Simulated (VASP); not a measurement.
Wanted: the native input for a VASP 6.6.1 run.

```
Task                   : single point
Functional             : LDA
Potentials or basis    : VASP PAW LDA potentials, release 64 (Zn, O)
Cutoff                 : 520 eV
k mesh                 : 8 × 8 × 4
Occupations            : gaussian, width 0.01 eV
Spin                   : no spin polarisation
Dipole correction      : no
Further INCAR settings : ALGO = Normal; EDIFF = 1e-06; NBANDS = 26
```

The structure of ZnO lies in POSCAR:

```
ZnO
1.0
    3.2006156128      0.0000000000      0.0000000000
   -1.6003078064      2.7718144284      0.0000000000
    0.0000000000      0.0000000000      5.1741698040
Zn O
2 2
Direct
    0.3333333333      0.6666666667      0.5002674079
    0.6666666667      0.3333333333      0.0002674079
    0.6666666667      0.3333333333      0.3787425921
    0.3333333333      0.6666666667      0.8787425921
```

The input as run:

INCAR

```
SYSTEM = ZnO
ALGO = Normal
EDIFF = 1E-6
ENCUT = 520
ISIF = 2
ISMEAR = 0
LASPH = .TRUE.
LCHARG = .FALSE.
LREAL = .FALSE.
LWAVE = .FALSE.
NBANDS = 26
NELM = 80
PREC = Accurate
SIGMA = 0.01
```

KPOINTS

```
k-points
0
G
  8 8 4
  0 0 0
```

Potentials or basis: VASP PAW LDA potentials, release 64 (Zn, O).

The run is started by

```console
$ cat potpaw_LDA.64/Zn/POTCAR potpaw_LDA.64/O/POTCAR > POTCAR
$ mpirun -np 1 vasp_std > vasp.out
```

It gave:

```json
{"Pressure": "-0.8 GPa", "Band gap on the k mesh": "0.79 eV, direct"}
```

Run time: 42 s on 1 thread of Intel Xeon 8259CL, with other jobs on the host, peak memory 0.16 GiB.
